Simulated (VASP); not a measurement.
Set up this calculation in VASP 6.6.1, as the native input.

* Task: single point
* Functional: PBEsol
* Potentials or basis: VASP PAW PBE potentials, release 64 (Al, N)
* Cutoff: 600 eV
* k mesh: 12 × 12 × 6
* Occupations: gaussian, width 0.05 eV
* Spin: no spin polarisation
* Dipole correction: no
* Further INCAR settings: ALGO = Normal; EDIFF = 1e-06; NBANDS = 16

The structure of AlN lies in POSCAR:

```
AlN
1.0
    3.1188812274     -0.0189960258      0.1271847147
   -1.5758916546      2.5118635132      0.1301348908
    0.2035571534      0.3580234941      5.0868748526
Al N
2 2
Direct
    0.3764601965      0.6751188742      0.0070635411
    0.6536394273      0.3776707974      0.5111191902
    0.3225874047      0.6555605671      0.3579599453
    0.6473129714      0.2916497613      0.8938573233
```

This cell differs from its parent crystal: atoms moved at random and the cell strained at random.

These files were run (other wordings do the same):

INCAR

```
SYSTEM = AlN
PREC     = Accurate       ! precision mode
ENCUT    = 600            ! plane-wave cutoff, eV
EDIFF    = 1E-6           ! SCF threshold, eV
ISMEAR   = 0              ! smearing method
SIGMA    = 0.05           ! smearing width, eV
LREAL    = .False.        ! projectors in reciprocal space
LASPH    = .True.         ! aspherical terms in the spheres
NELM     = 120            ! most SCF steps
ALGO     = Normal         ! electronic algorithm
ISIF     = 2              ! what is computed and relaxed
LWAVE    = .False.        ! write WAVECAR
LCHARG   = .False.        ! write CHGCAR
GGA      = PS             ! functional
NBANDS   = 16             ! bands
GGA_COMPAT= .False.
```

KPOINTS

```
regular mesh
0
Gamma
  12 12 6
  0 0 0
```

Potentials or basis: VASP PAW PBE potentials, release 64 (Al, N).

Command:

```sh
$ cat potpaw_PBE.64/Al/POTCAR potpaw_PBE.64/N/POTCAR > POTCAR
$ mpirun -np 1 vasp_std > vasp.out
```

Results of the run:

- Pressure: 25.9 GPa
- Largest force: 9.201 eV/Å
- Band gap on the k mesh: 3.28 eV

Caveat: the cell differs from its parent crystal (atoms moved at random and the cell strained at random); the cell stands under pressure; the PAW data sets were made with another functional, which shifts forces and pressure a little.

Wall time 2.5 min on 1 thread of Intel(R) Xeon(R) 6975P-C (Granite Rapids), on a shared host, peak memory 0.38 GiB.
